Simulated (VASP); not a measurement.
Mg2ZnS3:

```
Mg Zn S
1.0
     6.89497    0.00000    0.00000
    -3.44748    5.97122    0.00000
     0.00000    0.00000    6.44911
Mg Zn S
4 2 6
Direct
  0.33680 0.33680 0.00278
  0.00000 0.66320 0.00278
  0.66320 0.00000 0.00278
  0.00000 0.00000 0.50421
  0.66667 0.33333 0.50466
  0.33333 0.66667 0.50466
  0.34424 0.34424 0.38664
  0.00000 0.65576 0.38664
  0.65576 0.00000 0.38664
  0.66667 0.33333 0.87105
  0.33333 0.66667 0.87105
  0.00000 0.00000 0.88611
```

Base run:

| Quantity | Value |
| --- | --- |
| Program | VASP 6.6.1 |
| Functional | PBE |
| Potentials or basis | VASP PAW PBE potentials, release 64 (Mg, Zn, S) |
| Cutoff | 520 eV |
| k mesh | 6 × 6 × 4 |
| Occupations | gaussian, width 0.02 eV |
| Spin | no spin polarisation |

Its results: band gap on the k mesh 2.81 eV; pressure -0.1 GPa; largest force 0.025 eV/Å.

Question: The run is repeated on the same cell with these changes: functional from PBE to r2SCAN. What comes out?

Answer: Band gap on the k mesh 3.41 eV; pressure -1.6 GPa; largest force 0.028 eV/Å.

Caveats: the PAW data sets were made with another functional, which shifts forces and pressure a little (at least some runs).

A k mesh can miss the band edges.
